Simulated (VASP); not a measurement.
Wanted: the native input for a VASP 6.6.1 run.

| Quantity | Value |
| --- | --- |
| Task | single point |
| Functional | PBEsol |
| Potentials or basis | VASP PAW PBE potentials, release 64 (Sn_d, Te) |
| Cutoff | 520 eV |
| k mesh | 10 × 10 × 10 |
| Occupations | gaussian, width 0.01 eV |
| Spin | no spin polarisation |
| Dipole correction | no |
| Further INCAR settings | ALGO = Normal; EDIFF = 1e-06; NBANDS = 17 |

The structure of SnTe lies in POSCAR:

```
SnTe
1.0
    0.0000000000      3.1508500000      3.1508500000
    3.1508500000      0.0000000000      3.1508500000
    3.1508500000      3.1508500000      0.0000000000
Sn Te
1 1
Direct
    0.0000000000      0.0000000000      0.0000000000
    0.5000000000      0.5000000000      0.5000000000
```

One way to write it, as run:

INCAR

```
  ALGO = Normal
  EDIFF = 1E-6
  ENCUT = 520
  GGA = PS
  ISIF = 2
  ISMEAR = 0
  LASPH = True
  LCHARG = True
  LELF = True
  LREAL = False
  LVHAR = True
  LWAVE = False
  NBANDS = 17
  NELM = 60
  PREC = Accurate
  SIGMA = 0.01
```

KPOINTS

```
k-points
0
Gamma
  10 10 10
```

Potentials or basis: VASP PAW PBE potentials, release 64 (Sn_d, Te).

Launch:

```console
$ cat potpaw_PBE.64/Sn_d/POTCAR potpaw_PBE.64/Te/POTCAR > POTCAR
$ mpirun -np 1 vasp_std > vasp.out
```

Results of the run:

```
Pressure               : -0.3 GPa
Band gap on the k mesh : 0.14 eV, direct
```

Caveat: the PAW data sets were made with another functional, which shifts forces and pressure a little; spin-orbit coupling is left out, which moves the levels of the heavy elements.

It took 47 s on 1 thread of Intel Xeon 6975P-C, with other jobs on the host, peak memory 0.23 GiB.
